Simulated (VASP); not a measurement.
# C (P6_3/mmc) in VASP: notebook

Runs on C. Level: PBE+D3(BJ). Tasks: single point.

All numbers are computed with VASP 6.6.1; they aren't measurements. Logs are shortened: lines on timing, memory, paths and dates and some standing lists are left out, and cuts for length are marked.

**1. The cell of the first run**

The structure is hexagonal, space group P6_3/mmc (No. 194). Conventional cell: a = 2.468 Å, b = 2.468 Å, c = 7.132 Å, α = 90.00°, β = 90.00°, γ = 120.00°. C (site symmetry -6m2) has 3 C at 1.42 Å within 1.9 Å. Within 1.9 Å of C (site symmetry -6m2) lie 3 C at 1.42 Å.

**2. Single point, PBE+D3(BJ) (volume scaled by 1.06, then relaxed in part)**

The input, INCAR:

```
SYSTEM = C
ALGO     = Normal         ! electronic algorithm
EDIFF    = 1E-7           ! SCF threshold, eV
ENCUT    = 520            ! plane-wave cutoff, eV
GGA      = PE             ! functional
ISIF     = 2              ! what is computed and relaxed
ISMEAR   = 0              ! smearing method
IVDW     = 12             ! dispersion correction
LASPH    = .True.         ! aspherical terms in the spheres
LCHARG   = .False.        ! write CHGCAR
LREAL    = .False.        ! projectors in reciprocal space
LWAVE    = .False.        ! write WAVECAR
NBANDS   = 16             ! bands
NELM     = 80             ! most SCF steps
PREC     = Accurate       ! precision mode
SIGMA    = 0.1            ! smearing width, eV
```

The input, KPOINTS:

```
k-points
0
Gamma
  21 21 6
  0 0 0
```

The input, POSCAR:

```
C
1.0
    2.4678241986      0.0000000000      0.0000000000
   -1.2339120993      2.1371984481      0.0000000000
    0.0000000000      0.0000000000      7.1323201399
C
4
Direct
    0.0000000000      0.0000000000      0.2500000000
    0.0000000000      0.0000000000      0.7500000000
    0.3333333333      0.6666666667      0.2500000000
    0.6666666667      0.3333333333      0.7500000000
```

Potentials or basis: VASP PAW PBE potentials, release 64 (C).

Launch:

```bash
cat potpaw_PBE.64/C/POTCAR > POTCAR
mpirun -np 1 vasp_std > vasp.out
```

OUTCAR:

```text
SYSTEM = C
   EDIFF = 1E-7
   ENCUT = 520
   GGA = PE
   ISIF = 2
   ISMEAR = 0
   IVDW = 12
   LASPH = .True.
   LREAL = .False.
   NELM = 80
   PREC = Accurate
 IVDW          = 12

 ion  position               nearest neighbor table
   1  0.000  0.000  0.250-   3 1.42   3 1.42   3 1.42
   2  0.000  0.000  0.750-   4 1.42   4 1.42   4 1.42
   3  0.333  0.667  0.250-   1 1.42   1 1.42   1 1.42
   4  0.667  0.333  0.750-   2 1.42   2 1.42   2 1.42

  LATTYP: Found a hexagonal cell.
 ALAT       =     2.4678241986
 C/A-ratio  =     2.8901248897

  Lattice vectors:

 A1 = (   2.4678241986,   0.0000000000,   0.0000000000)
 A2 = (  -1.2339120993,   2.1371984481,   0.0000000000)
 A3 = (   0.0000000000,   0.0000000000,   7.1323201399)

Analysis of symmetry for initial positions (statically):
=====================================================================
 Subroutine PRICEL returns:
 Original cell was already a primitive cell.

 Routine SETGRP: Setting up the symmetry group for a
 hexagonal supercell.

 Subroutine GETGRP returns: Found 24 space group operations
 (whereof 12 operations were pure point group operations)
 out of a pool of 24 trial point group operations.

The static configuration has the point symmetry D_3d.
 The point group associated with its full space group is D_6h.

Analysis of symmetry for dynamics (positions and initial velocities):
=====================================================================
 Subroutine PRICEL returns:
 Original cell was already a primitive cell.

 Routine SETGRP: Setting up the symmetry group for a
 hexagonal supercell.

 Subroutine GETGRP returns: Found 24 space group operations
 (whereof 12 operations were pure point group operations)
 out of a pool of 24 trial point group operations.

The dynamic configuration has the point symmetry D_3d.
 The point group associated with its full space group is D_6h.

 Subroutine INISYM returns: Found 24 space group operations
 (whereof 12 operations are pure point group operations),
 and found     1 'primitive' translations

----------------------------------------------------------------------------------------

                                     Primitive cell

  volume of cell :      37.6175

  direct lattice vectors                    reciprocal lattice vectors
     2.467824199  0.000000000  0.000000000     0.405215250  0.233951134  0.000000000
    -1.233912099  2.137198448  0.000000000     0.000000000  0.467902268  0.000000000
     0.000000000  0.000000000  7.132320140     0.000000000  0.000000000  0.140206830

  length of vectors
     2.467824199  2.467824199  7.132320140     0.467902268  0.467902268  0.140206830

  position of ions in fractional coordinates (direct lattice)
     0.000000000  0.000000000  0.250000000
     0.000000000  0.000000000  0.750000000
     0.333333333  0.666666667  0.250000000
     0.666666667  0.333333333  0.750000000

  ion indices of the primitive-cell ions
   primitive index   ion index
                 1           1
                 2           2
                 3           3
                 4           4

----------------------------------------------------------------------------------------

 KPOINTS: k-points

Automatic generation of k-mesh.
 Grid dimensions read from file:
 generate k-points for:   21   21    6

 Generating k-lattice:

  Cartesian coordinates                     Fractional coordinates (reciprocal lattice)
     0.019295964  0.011140530  0.000000000     0.047619048  0.000000000  0.000000000
     0.000000000  0.022281060  0.000000000     0.000000000  0.047619048  0.000000000
     0.000000000  0.000000000  0.023367805     0.000000000  0.000000000  0.166666667

  Length of vectors
     0.022281060  0.022281060  0.023367805

  Shift w.r.t. Gamma in fractional coordinates (k-lattice)
     0.000000000  0.000000000  0.000000000

 Subroutine IBZKPT returns following result:
 ===========================================

 Found    192 irreducible k-points:

 Following reciprocal coordinates:
            Coordinates               Weight
  0.000000  0.000000  0.000000      1.000000
  0.047619 -0.000000  0.000000      6.000000
  0.095238 -0.000000  0.000000      6.000000
  0.142857  0.000000  0.000000      6.000000
  0.190476 -0.000000  0.000000      6.000000
  0.238095  0.000000  0.000000      6.000000
[... 16 lines left out ...]
  0.142857  0.095238  0.000000     12.000000
  0.190476  0.095238  0.000000     12.000000
 [... further k-points ...]
   k-points           NKPTS =    192   k-points in BZ     NKDIM =    192   number of bands    NBANDS=     16
   number of dos      NEDOS =    301   number of ions     NIONS =      4
   total plane-waves  NPLWV =  17496
   dimension x,y,z NGX =    18 NGY =   18 NGZ =   54
   dimension x,y,z NGXF=    36 NGYF=   36 NGZF=  108
   ions per type =               4
   NGX,Y,Z   is equivalent  to a cutoff of  12.13, 12.13, 12.59 a.u.
   NGXF,Y,Z  is equivalent  to a cutoff of  24.25, 24.25, 25.17 a.u.
 SYSTEM =  C
   PREC   = accura    normal or accurate (medium, high low for compatibility)
   ISTART =      0    job   : 0-new  1-cont  2-samecut
   ICHARG =      2    charge: 1-file 2-atom 10-const
   ISPIN  =      1    spin polarized calculation?
   LNONCOLLINEAR =      F non collinear calculations
   LSORBIT =      F    spin-orbit coupling
   LASPH  =      T    aspherical Exc in radial PAW
   ENCUT  =  520.0 eV  38.22 Ry    6.18 a.u.   4.59  4.59 13.26*2*pi/ulx,y,z
   NELM   =     80;   NELMIN=  2; NELMDL= -5     # of ELM steps
   EDIFF  = 0.1E-06   stopping-criterion for ELM
   LREAL  =      F    real-space projection
   EDIFFG = 0.1E-05   stopping-criterion for IOM
   NSW    =      0    number of steps for IOM
   IBRION =     -1    ionic relax: 0-MD 1-quasi-New 2-CG
   NFREE  =      0    steps in history (QN), initial steepest desc. (CG)
   ISIF   =      2    stress and relaxation
   ISYM   =      2    0-nonsym 1-usesym 2-fastsym
   POTIM  = 0.5000    time-step for ionic-motion
   TEBEG  =    0.0;   TEEND  =   0.0 temperature during run
   PSTRESS=    0.0 pullay stress
   NELECT =      16.0000    total number of electrons
   NUPDOWN=      -1.0000    fix difference up-down
   EMIN   =  10.00;   EMAX   =-10.00  energy-range for DOS
   EFERMI =   0.00;   METHOD = LEGACY
   ISMEAR =     0;   SIGMA  =   0.10  broadening in eV -4-tet -1-fermi 0-gaus
   EFERMI_NEDOS =   21; number of points for ismear=-14 and -15
   IALGO  =     38    algorithm
   IMIX   =      4    mixing-type and parameters
     AMIX     =   0.40;   BMIX     =  1.00
     AMIX_MAG =   1.60;   BMIX_MAG =  1.00
  volume/ion in A,a.u.               =       9.40        63.46
  Fermi-wavevector in a.u.,A,eV,Ry     =   1.231170  2.326575 20.623449  1.515781
  Thomas-Fermi vector in A             =   2.365990
   LORBIT       =      0    0 simple, 1 ext, 2 COOP (PROOUT), +10 PAW based schemes
   GGA     = PE    functional components
   LHFCALC =     F    Hartree Fock is set to
   AEXX    =    0.0000 exact exchange contribution
   IVDW    =    12    specifies the selected vdW correction
   LEPSILON=     F    determine dielectric tensor
   LRPA    =     F    only Hartree local field effects (RPA)
 non-spin polarized calculation
 Gauss-broadening in eV      SIGMA  =   0.10
  energy-cutoff  :      520.00
  volume of cell :       37.62
 maximum number of plane-waves:      1030
   NGX =  9   NGY =  9   NGZ = 27

 number of electron      15.9999993 magnetization

 Free energy of the ion-electron system (eV)
  ---------------------------------------------------
  ext. energy  EPLUGINS =         0.00000000
  ---------------------------------------------------
  free energy    TOTEN  =       -36.87971687 eV

  energy without entropy =      -36.87912071  energy(sigma->0) =      -36.87941879

 E-fermi :   4.1392     XC(G=0):  -9.8962

 val. band max:        4.1367672566   @ k =   0.3333   0.3333   0.5000
 cond. band min:       4.1436425375   @ k =   0.3333   0.3333   0.3333
 fundamental gap:      0.0068752809
 Fermi energy:         4.1392490638

 k-point     1 :       0.0000    0.0000    0.0000
  band No.  band energies     occupation
      1     -15.4368      2.00000
      2     -15.2525      2.00000
      3      -4.1201      2.00000
      4      -2.6925      2.00000
      5       1.1115      2.00000
      6       1.1115      2.00000
[... 8 lines left out ...]
     15      15.4910      0.00000
     16      15.6203      0.00000

 k-point     2 :       0.0476   -0.0000    0.0000
  band No.  band energies     occupation
      1     -15.3830      2.00000
      2     -15.1993      2.00000
      3      -4.0548      2.00000
      4      -2.6305      2.00000
      5       0.8899      2.00000
      6       0.9028      2.00000
[... 8 lines left out ...]
     15      15.2990      0.00000
     16      15.4365      0.00000

 k-point     3 :       0.0952   -0.0000    0.0000
  band No.  band energies     occupation
      1     -15.2216      2.00000
      2     -15.0399      2.00000
      3      -3.8595      2.00000
      4      -2.4452      2.00000
      5       0.2690      2.00000
      6       0.2894      2.00000
[... 8 lines left out ...]
     15      14.7458      0.00000
     16      14.9113      0.00000

 k-point     4 :       0.1429    0.0000    0.0000
  band No.  band energies     occupation
      1     -14.9532      2.00000
      2     -14.7749      2.00000
      3      -3.5354      2.00000
      4      -2.1384      2.00000
      5      -0.6510      2.00000
      6      -0.6206      2.00000
[... 8 lines left out ...]
     15      14.3542      0.00000
     16      14.3825      0.00000

 k-point     5 :       0.1905   -0.0000    0.0000
  band No.  band energies     occupation
      1     -14.5789      2.00000
      2     -14.4051      2.00000
      3      -3.0854      2.00000
      4      -1.7636      2.00000
      5      -1.7218      2.00000
      6      -1.7140      2.00000
[... 8 lines left out ...]
     15      15.6426      0.00000
     16      15.6700      0.00000

 k-point     6 :       0.2381    0.0000    0.0000
  band No.  band energies     occupation
      1     -14.1002      2.00000
      2     -13.9320      2.00000
      3      -2.9826      2.00000
      4      -2.9288      2.00000
      5      -2.5140      2.00000
      6      -1.1783      2.00000
[... 8 lines left out ...]
     15      17.1208      0.00000
     16      17.1471      0.00000
[... 267 lines left out ...]
 k-point    21 :       0.4762    0.0476    0.0000
  band No.  band energies     occupation
      1     -10.1144      2.00000
      2     -10.0478      2.00000
      3      -9.0529      2.00000
      4      -9.0020      2.00000
      5      -2.4485      2.00000
      6      -2.4154      2.00000
[... 8 lines left out ...]
     15      17.7422      0.00000
     16      18.6242      0.00000

 k-point    22 :       0.0952    0.0952    0.0000
  band No.  band energies     occupation
      1     -14.7927      2.00000
      2     -14.6162      2.00000
      3      -3.3419      2.00000
      4      -1.9556      2.00000
      5      -0.9900      2.00000
      6      -0.9703      2.00000
[... 8 lines left out ...]
     15      14.3007      0.00000
     16      14.3442      0.00000

 k-point    23 :       0.1429    0.0952    0.0000
  band No.  band energies     occupation
      1     -14.4191      2.00000
      2     -14.2471      2.00000
      3      -2.8935      2.00000
      4      -1.9336      2.00000
      5      -1.9035      2.00000
      6      -1.5333      2.00000
[... 8 lines left out ...]
     15      15.0177      0.00000
     16      15.0937      0.00000

 k-point    24 :       0.1905    0.0952    0.0000
  band No.  band energies     occupation
      1     -13.9415      2.00000
      2     -13.7752      2.00000
      3      -3.0350      2.00000
      4      -2.9894      2.00000
      5      -2.3241      2.00000
      6      -1.3694      2.00000
[... 8 lines left out ...]
     15      16.0122      0.00000
     16      16.1644      0.00000

 [... further k-points ...]

------------------------ aborting loop because EDIFF is reached ----------------------------------------

 Edisp (eV)   -0.58093

 E8    (eV) :    -0.1633

  FORCE on cell =-STRESS in cart. coord.  units (eV):
  Direction    XX          YY          ZZ          XY          YZ          ZX
  --------------------------------------------------------------------------------------
  -------------------------------------------------------------------------------------
  Total      -0.14620    -0.14620    -0.32308     0.00000     0.00000     0.00000
  in kB      -6.22693    -6.22693   -13.76058     0.00000     0.00000     0.00000
  external pressure =       -8.74 kB  Pullay stress =        0.00 kB

 VOLUME and BASIS-vectors are now :
 -----------------------------------------------------------------------------
  energy-cutoff  :      520.00
  volume of cell :       37.62
      direct lattice vectors                 reciprocal lattice vectors
     2.467824199  0.000000000  0.000000000     0.405215250  0.233951134  0.000000000
    -1.233912099  2.137198448  0.000000000     0.000000000  0.467902268  0.000000000
     0.000000000  0.000000000  7.132320140     0.000000000  0.000000000  0.140206830

 POSITION                                       TOTAL-FORCE (eV/Angst)
 -----------------------------------------------------------------------------------
      0.00000      0.00000      1.78308        -0.000000     -0.000000      0.000000
      0.00000      0.00000      5.34924         0.000000     -0.000000      0.000000
     -0.00000      1.42480      1.78308        -0.000000      0.000000      0.000000
      1.23391      0.71240      5.34924         0.000000     -0.000000     -0.000000
 -----------------------------------------------------------------------------------
    total drift:                                0.000000     -0.000000      0.000000

  FREE ENERGIE OF THE ION-ELECTRON SYSTEM (eV)
  ---------------------------------------------------
  free  energy   TOTEN  =       -37.4606467654 eV

  energy  without entropy=      -37.4600506111  energy(sigma->0) =      -37.46034869
```

Wall time 84 s (1 thread of Intel Xeon Platinum 8375C at 2.90GHz (Ice Lake), shared host); peak memory 0.21 GiB.

What came out:

```yaml
Free_energy: -37.4606 eV
Pressure: -0.9 GPa
Band_gap_on_the_k_mesh: zero (band 8 reaches 4.14 eV, above the bottom of band 9 at 4.13 eV)
Dispersion_energy_per_atom: -0.145 eV
```

Stress tensor (GPa, compression positive):
```
-0.62  0.00  0.00
 0.00 -0.62  0.00
 0.00  0.00 -1.38
```

**3. Single point, PBE+D3(BJ) (volume scaled by 1.10, then relaxed in part)**

The input, INCAR:

```
PREC = Accurate
ENCUT = 520
EDIFF = 1E-6
ISMEAR = 0
SIGMA = 0.1
LREAL = F
LASPH = T
NELM = 100
ALGO = Normal
ISIF = 2
LWAVE = F
LCHARG = F
GGA = PE
IVDW = 12
NBANDS = 16
```

The input, KPOINTS:

```
Automatic mesh
0
Gamma
  21 21 6
```

The input, POSCAR:

```
C
1.0
    2.4688714195      0.0000000000      0.0000000000
   -1.2344357098      2.1381053680      0.0000000000
    0.0000000000      0.0000000000      7.3951866714
C
4
Direct
    0.0000000000      0.0000000000      0.2500000000
    0.0000000000      0.0000000000      0.7500000000
    0.3333333333      0.6666666667      0.2500000000
    0.6666666667      0.3333333333      0.7500000000
```

Potentials or basis: VASP PAW PBE potentials, release 64 (C).

Launch:

```bash
cat potpaw_PBE.64/C/POTCAR > POTCAR
mpirun -np 1 vasp_std > vasp.out
```

It took 78 s on 1 thread of Intel Xeon Platinum 8375C at 2.90GHz (Ice Lake), shared host; peak memory 0.21 GiB.

Results (log left out):

```
Free energy                : -37.4476 eV
Pressure                   : -1.3 GPa
Band gap on the k mesh     : zero (band 8 reaches 3.84 eV, above the bottom of band 9 at 3.84 eV)
Dispersion energy per atom : -0.139 eV
```

Stress tensor (GPa, compression positive):
```
-1.04  0.00  0.00
 0.00 -1.04  0.00
 0.00  0.00 -1.76
```

Levels at points of the mesh, in eV from the Fermi level:
```
           k point  band 4  band 5  band 6  band 7  band 8  band 9  band 10  band 11  band 12  band 13
(0.00, 0.00, 0.00)   -6.97   -3.03   -3.03   -3.03   -3.03    3.65     8.29     8.29     8.31     8.31
(0.00, 0.00, 0.50)   -7.60   -3.03   -3.03   -3.03   -3.03    5.61     5.61     8.30     8.30     8.30
```
